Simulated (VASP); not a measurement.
# BeTe (I-4m2) in VASP: notebook

Runs on BeTe. Level: HSE06. Tasks: single point.

Program: VASP 6.6.1. These are calculated values, not measurements. Logs are shortened: lines on timing, memory, paths and dates and some standing lists are left out, and cuts for length are marked.

### 1 The cell of the first run

Symmetry: I-4m2, No. 119, tetragonal system. Conventional cell: a = 4.000 Å, b = 4.000 Å, c = 5.827 Å, α = 90.00°, β = 90.00°, γ = 90.00°. Within 3.3 Å of Be (site symmetry -4m2) lie 4 Te at 2.47 Å. Within 3.3 Å of Te (site symmetry -4m2) lie 4 Be at 2.47 Å.

### 2 Single point, HSE06 (uniaxial z strain +3.0%)

Contents of POSCAR:

```
BeTe
1.0
    0.0000000000      2.8286236255      2.9134823342
    2.8286236255      0.0000000000      2.9134823342
    2.8286236255      2.8286236255      0.0000000000
Be Te
1 1
Direct
    0.0000000000      0.0000000000      0.0000000000
    0.2500000000      0.2500000000      0.2500000000
```

Contents of INCAR.step1:

```
PREC     = Accurate       # precision mode
ENCUT    = 520            # plane-wave cutoff, eV
EDIFF    = 1E-5           # SCF threshold, eV
ISMEAR   = 0              # smearing method
SIGMA    = 0.01           # smearing width, eV
LREAL    = F              # projectors in reciprocal space
LASPH    = T              # aspherical terms in the spheres
NELM     = 60             # most SCF steps
ALGO     = Normal         # electronic algorithm
ISIF     = 2              # what is computed and relaxed
LWAVE    = T              # write WAVECAR
LCHARG   = F              # write CHGCAR
NBANDS   = 11             # bands
GGA      = PE             # functional
```

Contents of INCAR.step2:

```
PREC     = Accurate       # precision mode
ENCUT    = 520            # plane-wave cutoff, eV
EDIFF    = 1E-6           # SCF threshold, eV
ISMEAR   = 0              # smearing method
SIGMA    = 0.01           # smearing width, eV
LREAL    = F              # projectors in reciprocal space
LASPH    = T              # aspherical terms in the spheres
NELM     = 60             # most SCF steps
ALGO     = Normal         # electronic algorithm
ISIF     = 2              # what is computed and relaxed
LWAVE    = F              # write WAVECAR
LCHARG   = F              # write CHGCAR
GGA      = PE             # functional
LHFCALC  = T              # exact exchange
HFSCREEN = 0.2079         # screening, 1/A
PRECFOCK = Normal       
NBANDS   = 11             # bands
ISTART   = 1
```

Contents of KPOINTS:

```
Automatic mesh
0
Gamma
  6 6 6
```

Potentials or basis: VASP PAW PBE potentials, release 64 (Be, Te).

Command:

```bash
$ cat potpaw_PBE.64/Be/POTCAR potpaw_PBE.64/Te/POTCAR > POTCAR
$ cp INCAR.step1 INCAR
$ mpirun -np 1 vasp_std > vasp.out
$ cp INCAR.step2 INCAR
$ mpirun -np 1 vasp_std > vasp.out
```

OUTCAR:

```text
PREC = Accurate
   ENCUT = 520
   EDIFF = 1E-6
   ISMEAR = 0
   LREAL = F
   LASPH = T
   NELM = 60
   ISIF = 2
   GGA = PE
   LHFCALC = T
   HFSCREEN = 0.2079
   PRECFOCK = Normal
   ISTART = 1

 ion  position               nearest neighbor table
   1  0.000  0.000  0.000-   2 2.47   2 2.47   2 2.47   2 2.47
   2  0.250  0.250  0.250-   1 2.47   1 2.47   1 2.47   1 2.47

  LATTYP: Found a body centered tetragonal cell.
 ALAT       =     4.0002778940
 C/A-ratio  =     1.4566399692

  Lattice vectors:

 A1 = (  -2.8286236255,   0.0000000000,   2.9134823342)
 A2 = (   2.8286236255,   0.0000000000,   2.9134823342)
 A3 = (   0.0000000000,   2.8286236255,  -2.9134823342)

Analysis of symmetry for initial positions (statically):
=====================================================================
 Subroutine PRICEL returns:
 Original cell was already a primitive cell.

 Routine SETGRP: Setting up the symmetry group for a
 body centered tetragonal supercell.

 Subroutine GETGRP returns: Found  8 space group operations
 (whereof  8 operations were pure point group operations)
 out of a pool of 16 trial point group operations.

The static configuration has the point symmetry D_2d.

Analysis of symmetry for dynamics (positions and initial velocities):
=====================================================================
 Subroutine PRICEL returns:
 Original cell was already a primitive cell.

 Routine SETGRP: Setting up the symmetry group for a
 body centered tetragonal supercell.

 Subroutine GETGRP returns: Found  8 space group operations
 (whereof  8 operations were pure point group operations)
 out of a pool of 16 trial point group operations.

The dynamic configuration has the point symmetry D_2d.

 Subroutine INISYM returns: Found  8 space group operations
 (whereof  8 operations are pure point group operations),
 and found     1 'primitive' translations

----------------------------------------------------------------------------------------

                                     Primitive cell

  volume of cell :      46.6222

  direct lattice vectors                    reciprocal lattice vectors
     0.000000000  2.828623626  2.913482334    -0.176764415  0.176764415  0.171615937
     2.828623626  0.000000000  2.913482334     0.176764415 -0.176764415  0.171615937
     2.828623626  2.828623626  0.000000000     0.176764415  0.176764415 -0.171615937

  length of vectors
     4.060725419  4.060725419  4.000277894     0.303221613  0.303221613  0.303221613

  position of ions in fractional coordinates (direct lattice)
     0.000000000  0.000000000  0.000000000
     0.250000000  0.250000000  0.250000000

  ion indices of the primitive-cell ions
   primitive index   ion index
                 1           1
                 2           2

----------------------------------------------------------------------------------------

 KPOINTS: Automatic mesh

Automatic generation of k-mesh.
 Grid dimensions read from file:
 generate k-points for:    6    6    6

 Generating k-lattice:

  Cartesian coordinates                     Fractional coordinates (reciprocal lattice)
    -0.029460736  0.029460736  0.028602656     0.166666667 -0.000000000  0.000000000
     0.029460736 -0.029460736  0.028602656    -0.000000000  0.166666667  0.000000000
     0.029460736  0.029460736 -0.028602656     0.000000000  0.000000000  0.166666667

  Length of vectors
     0.050536935  0.050536935  0.050536935

  Shift w.r.t. Gamma in fractional coordinates (k-lattice)
     0.000000000  0.000000000  0.000000000

 Subroutine IBZKPT returns following result:
 ===========================================

 Found     30 irreducible k-points:

 Following reciprocal coordinates:
            Coordinates               Weight
  0.000000  0.000000  0.000000      1.000000
  0.166667  0.000000  0.000000      8.000000
  0.333333  0.000000  0.000000      8.000000
  0.500000  0.000000  0.000000      4.000000
  0.166667  0.166667  0.000000      2.000000
  0.333333  0.166667  0.000000      8.000000
[... 16 lines left out ...]
  0.333333  0.000000  0.333333      4.000000
  0.500000 -0.000000  0.333333     16.000000
 [... further k-points ...]
   k-points           NKPTS =     30   k-points in BZ     NKDIM =    216   number of bands    NBANDS=     11
   number of dos      NEDOS =    301   number of ions     NIONS =      2
   total plane-waves  NPLWV =  27000
   dimension x,y,z NGX =    30 NGY =   30 NGZ =   30
   dimension x,y,z NGXF=    60 NGYF=   60 NGZF=   60
   ions per type =               1   1
   NGX,Y,Z   is equivalent  to a cutoff of  12.28, 12.28, 12.47 a.u.
   NGXF,Y,Z  is equivalent  to a cutoff of  24.56, 24.56, 24.94 a.u.
 SYSTEM =  unknown system
   PREC   = accura    normal or accurate (medium, high low for compatibility)
   ISTART =      1    job   : 0-new  1-cont  2-samecut
   ICHARG =      0    charge: 1-file 2-atom 10-const
   ISPIN  =      1    spin polarized calculation?
   LNONCOLLINEAR =      F non collinear calculations
   LSORBIT =      F    spin-orbit coupling
   LASPH  =      T    aspherical Exc in radial PAW
   ENCUT  =  520.0 eV  38.22 Ry    6.18 a.u.   7.55  7.55  7.44*2*pi/ulx,y,z
   NELM   =     60;   NELMIN=  2; NELMDL=  0     # of ELM steps
   EDIFF  = 0.1E-05   stopping-criterion for ELM
   LREAL  =      F    real-space projection
   EDIFFG = 0.1E-04   stopping-criterion for IOM
   NSW    =      0    number of steps for IOM
   IBRION =     -1    ionic relax: 0-MD 1-quasi-New 2-CG
   NFREE  =      0    steps in history (QN), initial steepest desc. (CG)
   ISIF   =      2    stress and relaxation
   ISYM   =      3    0-nonsym 1-usesym 2-fastsym
   POTIM  = 0.5000    time-step for ionic-motion
   TEBEG  =    0.0;   TEEND  =   0.0 temperature during run
   PSTRESS=    0.0 pullay stress
   NELECT =       8.0000    total number of electrons
   NUPDOWN=      -1.0000    fix difference up-down
   EMIN   =  10.00;   EMAX   =-10.00  energy-range for DOS
   EFERMI =   0.00;   METHOD = LEGACY
   ISMEAR =     0;   SIGMA  =   0.01  broadening in eV -4-tet -1-fermi 0-gaus
   EFERMI_NEDOS =   21; number of points for ismear=-14 and -15
   IALGO  =     38    algorithm
   IMIX   =      1    mixing-type and parameters
     AMIX     =   0.40;   BMIX     =  1.00
     AMIX_MAG =   1.60;   BMIX_MAG =  1.00
  volume/ion in A,a.u.               =      23.31       157.31
  Fermi-wavevector in a.u.,A,eV,Ry     =   0.909719  1.719120 11.260027  0.827589
  Thomas-Fermi vector in A             =   2.033797
   LORBIT       =      0    0 simple, 1 ext, 2 COOP (PROOUT), +10 PAW based schemes
   GGA     = PE    functional components
   LHFCALC =     T    Hartree Fock is set to
   PRECFOCK=normal    Normal, Fast or Accurate (Low or Medium for compatibility)
   ENCUT4O =  -1.0   cutoff for four orbital integrals eV
   NKREDX  =     1    reduce k-point grid by
   NKREDY  =     1    reduce k-point grid by
   NKREDZ  =     1    reduce k-point grid by
   AEXX    =    0.2500 exact exchange contribution
   HFSCREEN=    0.2079 screening length (either q_TF or 0.3 A-1)
   HFSCREENC=   0.2079 screening length for correlation (either q_TF or 0.3 A-1)
   ENCUTFOCK=  -1.0 apply spherical cutoff to Coloumb kernel
   IVDW    =     0    specifies the selected vdW correction
   LEPSILON=     F    determine dielectric tensor
   LRPA    =     F    only Hartree local field effects (RPA)
 non-spin polarized calculation
 Gauss-broadening in eV      SIGMA  =   0.01
  energy-cutoff  :      520.00
  volume of cell :       46.62
 maximum number of plane-waves:      1291
  NGX = 24; NGY = 24; NGZ = 24

 number of electron       8.0000000 magnetization

 Free energy of the ion-electron system (eV)
  ---------------------------------------------------
  ext. energy  EPLUGINS =         0.00000000
  ---------------------------------------------------
  free energy    TOTEN  =        -8.73044038 eV

  energy without entropy =       -8.73044038  energy(sigma->0) =       -8.73044038

 E-fermi :   4.2808     XC(G=0):  -7.4316

 val. band max:        4.2013758877   @ k =   0.0000   0.0000   0.0000
 cond. band min:       6.8281600945   @ k =   0.5000   0.0000   0.5000
 fundamental gap:      2.6267842068
 Fermi energy:         4.2808283982

 k-point     1 :       0.0000    0.0000    0.0000
  band No.  band energies     occupation
      1      -9.0041      2.00000
      2       4.0320      2.00000
      3       4.2014      2.00000
      4       4.2014      2.00000
      5       8.4127      0.00000
      6       8.6379      0.00000
      7       8.6379      0.00000
      8       8.6959      0.00000
      9      13.4310      0.00000
     10      15.0184      0.00000
     11      15.6348      0.00000

 k-point     2 :       0.1667    0.0000    0.0000
  band No.  band energies     occupation
      1      -8.7326      2.00000
      2       2.0960      2.00000
      3       3.6969      2.00000
      4       3.8559      2.00000
      5       8.3056      0.00000
      6       9.1915      0.00000
      7       9.2083      0.00000
      8      10.6045      0.00000
      9      13.9452      0.00000
     10      14.1508      0.00000
     11      14.3586      0.00000

 k-point     3 :       0.3333    0.0000    0.0000
  band No.  band energies     occupation
      1      -8.0564      2.00000
      2      -0.5114      2.00000
      3       3.1063      2.00000
      4       3.3379      2.00000
      5       7.9646      0.00000
      6       9.6176      0.00000
      7       9.7349      0.00000
      8      12.8992      0.00000
      9      14.2886      0.00000
     10      14.7268      0.00000
     11      14.8269      0.00000

 k-point     4 :       0.5000    0.0000    0.0000
  band No.  band energies     occupation
      1      -7.6017      2.00000
      2      -1.6637      2.00000
      3       2.8682      2.00000
      4       3.1296      2.00000
      5       7.8288      0.00000
      6       9.5708      0.00000
      7       9.7365      0.00000
      8      12.9968      0.00000
      9      16.0022      0.00000
     10      16.5972      0.00000
     11      16.8897      0.00000
[... 239 lines left out ...]
 k-point    22 :      -0.3333    0.5000    0.1667
  band No.  band energies     occupation
      1      -7.1112      2.00000
      2      -1.0051      2.00000
      3       0.7753      2.00000
      4       1.0765      2.00000
      5       8.8559      0.00000
      6       9.4616      0.00000
      7      12.3835      0.00000
      8      12.7191      0.00000
      9      16.0188      0.00000
     10      16.7476      0.00000
     11      17.9798      0.00000

 k-point    23 :       0.3333    0.0000    0.3333
  band No.  band energies     occupation
      1      -7.6994      2.00000
      2      -0.0214      2.00000
      3       1.8145      2.00000
      4       1.8768      2.00000
      5       7.1308      0.00000
      6       8.3944      0.00000
      7      12.6694      0.00000
      8      13.1978      0.00000
      9      14.9613      0.00000
     10      17.0546      0.00000
     11      17.2397      0.00000

 k-point    24 :       0.5000   -0.0000    0.3333
  band No.  band energies     occupation
      1      -7.2166      2.00000
      2      -0.8627      2.00000
      3       0.8854      2.00000
      4       1.6801      2.00000
      5       7.3986      0.00000
      6       8.9072      0.00000
      7      12.8823      0.00000
      8      13.4271      0.00000
      9      15.9558      0.00000
     10      17.2681      0.00000
     11      17.7001      0.00000

 [... further k-points ...]

------------------------ aborting loop because EDIFF is reached ----------------------------------------

  FORCE on cell =-STRESS in cart. coord.  units (eV):
  Direction    XX          YY          ZZ          XY          YZ          ZX
  --------------------------------------------------------------------------------------
  -------------------------------------------------------------------------------------
  Total       -0.5532693     -0.5532693     -1.1217227      0.0000000     -0.0000000      0.0000000
  in kB      -19.0131660    -19.0131660    -38.5481363      0.0000000     -0.0000000      0.0000000
  external PRESSURE =     -25.5248227 kB  Pullay stress =       0.0000000 kB

 VOLUME and BASIS-vectors are now :
 -----------------------------------------------------------------------------
  energy-cutoff  :      520.00
  volume of cell :       46.62
      direct lattice vectors                 reciprocal lattice vectors
     0.000000000  2.828623626  2.913482334    -0.176764415  0.176764415  0.171615937
     2.828623626  0.000000000  2.913482334     0.176764415 -0.176764415  0.171615937
     2.828623626  2.828623626  0.000000000     0.176764415  0.176764415 -0.171615937

 POSITION                                       TOTAL-FORCE (eV/Angst)
 -----------------------------------------------------------------------------------
      0.00000      0.00000      0.00000        -0.000000     -0.000000      0.000000
      1.41431      1.41431      1.45674         0.000000      0.000000     -0.000000
 -----------------------------------------------------------------------------------
    total drift:                                0.000000      0.000000     -0.000000

  FREE ENERGIE OF THE ION-ELECTRON SYSTEM (eV)
  ---------------------------------------------------
  free  energy   TOTEN  =        -8.7304403769 eV

  energy  without entropy=       -8.7304403769  energy(sigma->0) =       -8.73044038
```

Wall time 20 min (1 thread of AMD EPYC 7R13 (Zen 3), shared host); peak memory 0.28 GiB.

What came out:

| Quantity | Value |
| --- | --- |
| Free energy | -8.7304 eV |
| Pressure | -2.6 GPa |
| Band gap on the k mesh | 2.63 eV (least direct gap 4.21 eV) |

Levels at points of the mesh, in eV from the valence-band top:
```tsv
k point	band 1	band 2	band 3	band 4	band 5	band 6	band 7	band 8	band 9
(0.00, 0.00, 0.00)	-13.21	-0.17	0.00	0.00	4.21	4.44	4.44	4.49	9.23
(0.50, 0.00, 0.00)	-11.80	-5.87	-1.33	-1.07	3.63	5.37	5.54	8.80	11.80
(0.50, 0.50, 0.00)	-11.37	-5.58	-2.62	-2.62	2.82	3.55	10.71	10.71	12.41
(0.50, 0.00, 0.50)	-11.25	-5.41	-2.86	-2.80	2.63	3.30	10.64	10.77	12.54
```

Caveat: the cell differs from its parent crystal (uniaxial z strain +3.0%); the PAW data sets were made with another functional, which shifts forces and pressure a little; spin-orbit coupling is left out, which moves the levels of the heavy elements.

### 3 Single point, HSE06 (uniaxial z strain +4.0%)

Contents of POSCAR:

```
BeTe
1.0
    0.0000000000      2.8286236255      2.9417685705
    2.8286236255      0.0000000000      2.9417685705
    2.8286236255      2.8286236255      0.0000000000
Be Te
1 1
Direct
    0.0000000000      0.0000000000      0.0000000000
    0.2500000000      0.2500000000      0.2500000000
```

Contents of INCAR.step1:

```
PREC     = Accurate       # precision mode
ENCUT    = 520            # plane-wave cutoff, eV
EDIFF    = 1E-5           # SCF threshold, eV
ISMEAR   = 0              # smearing method
SIGMA    = 0.01           # smearing width, eV
LREAL    = False          # projectors in reciprocal space
LASPH    = True           # aspherical terms in the spheres
NELM     = 80             # most SCF steps
ALGO     = Normal         # electronic algorithm
ISIF     = 2              # what is computed and relaxed
LWAVE    = True           # write WAVECAR
NBANDS   = 11             # bands
GGA      = PE             # functional
```

Contents of INCAR.step2:

```
PREC     = Accurate       # precision mode
ENCUT    = 520            # plane-wave cutoff, eV
EDIFF    = 1E-6           # SCF threshold, eV
ISMEAR   = 0              # smearing method
SIGMA    = 0.01           # smearing width, eV
LREAL    = False          # projectors in reciprocal space
LASPH    = True           # aspherical terms in the spheres
NELM     = 80             # most SCF steps
ALGO     = Normal         # electronic algorithm
ISIF     = 2              # what is computed and relaxed
LWAVE    = False          # write WAVECAR
LCHARG   = True           # write CHGCAR
GGA      = PE             # functional
LHFCALC  = True           # exact exchange
HFSCREEN = 0.2079         # screening, 1/A
PRECFOCK = Normal       
LELF     = True           # ELF
LVHAR    = True         
NBANDS   = 11             # bands
ISTART   = 1
```

KPOINTS is that of step 2.

Potentials or basis: VASP PAW PBE potentials, release 64 (Be, Te).

Command:

```bash
$ cat potpaw_PBE.64/Be/POTCAR potpaw_PBE.64/Te/POTCAR > POTCAR
$ cp INCAR.step1 INCAR
$ mpirun -np 1 vasp_std > vasp.out
$ cp INCAR.step2 INCAR
$ mpirun -np 1 vasp_std > vasp.out
```

It took 24 min on 1 thread of AMD EPYC 7R13 (Zen 3), shared host; peak memory 0.27 GiB.

It converged, with:

```
Free energy            : -8.7183 eV
Pressure               : -3.0 GPa
Band gap on the k mesh : 2.61 eV (least direct gap 4.12 eV)
```

Stress tensor (GPa, compression positive):
```
-2.17  0.00  0.00
 0.00 -2.17  0.00
 0.00  0.00 -4.78
```

Levels at points of the mesh, in eV from the valence-band top:
```tsv
k point	band 1	band 2	band 3	band 4	band 5	band 6	band 7	band 8
(0.00, 0.00, 0.00)	-13.16	-0.23	0.00	0.00	4.12	4.42	4.42	4.50
(0.50, 0.00, 0.00)	-11.78	-5.82	-1.38	-1.03	3.56	5.35	5.55	8.78
(0.50, 0.50, 0.00)	-11.38	-5.57	-2.56	-2.56	2.87	3.59	10.61	10.61
(0.50, 0.00, 0.50)	-11.23	-5.36	-2.87	-2.79	2.61	3.27	10.52	10.67
```

Caveat: the cell differs from its parent crystal (uniaxial z strain +4.0%); the cell stands under tension; the PAW data sets were made with another functional, which shifts forces and pressure a little; spin-orbit coupling is left out, which moves the levels of the heavy elements.
